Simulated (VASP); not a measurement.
Runs of VASP 6.6.1 on Co. The structure is that of space group P6_3/mmc (No. 194), or close to it. The cells are those of the table. 

```csv
cell,gap on the mesh (eV),pressure (GPa),moment (μB)
"a = 2.465, b = 2.465, c = 4.001 Å, angles 90.0, 90.0, 120.0°, 2 atoms",none,6.3,3.17
"a = 2.507, b = 2.507, c = 4.070 Å, angles 90.0, 90.0, 120.0°, 2 atoms",none,(b),3.23
"a = 2.588, b = 2.588, c = 4.201 Å, angles 90.0, 90.0, 120.0°, 2 atoms",none,-19.3,3.32
"a = 2.443, b = 2.443, c = 3.965 Å, angles 90.0, 90.0, 120.0°, 2 atoms",none,13.2,3.13
"a = 2.528, b = 2.528, c = 4.104 Å, angles 90.0, 90.0, 120.0°, 2 atoms",none,-9.3,3.25
"a = 2.569, b = 2.569, c = 4.169 Å, angles 90.0, 90.0, 120.0°, 2 atoms",none,-16.5,3.29
"a = 2.421, b = 2.421, c = 3.929 Å, angles 90.0, 90.0, 120.0°, 2 atoms",none,21.3,(a)
"a = 2.549, b = 2.549, c = 4.137 Å, angles 90.0, 90.0, 120.0°, 2 atoms",none,-13.2,3.27
"a = 2.486, b = 2.486, c = 4.036 Å, angles 90.0, 90.0, 120.0°, 2 atoms",none,0.3,3.20
```

Alike in all rows: task single point; level PBE; potentials or basis VASP PAW PBE potentials, release 64 (Co); spin collinear, ferromagnetic start; k mesh 13 × 13 × 7; cutoff (eV) 520; smearing gaussian 0.1 eV.

**Question.** Estimate the missing entries.

**Answer.** (a) 3.10; (b) -4.8.

A gap of «none» marks levels without a gap at the run's occupations.
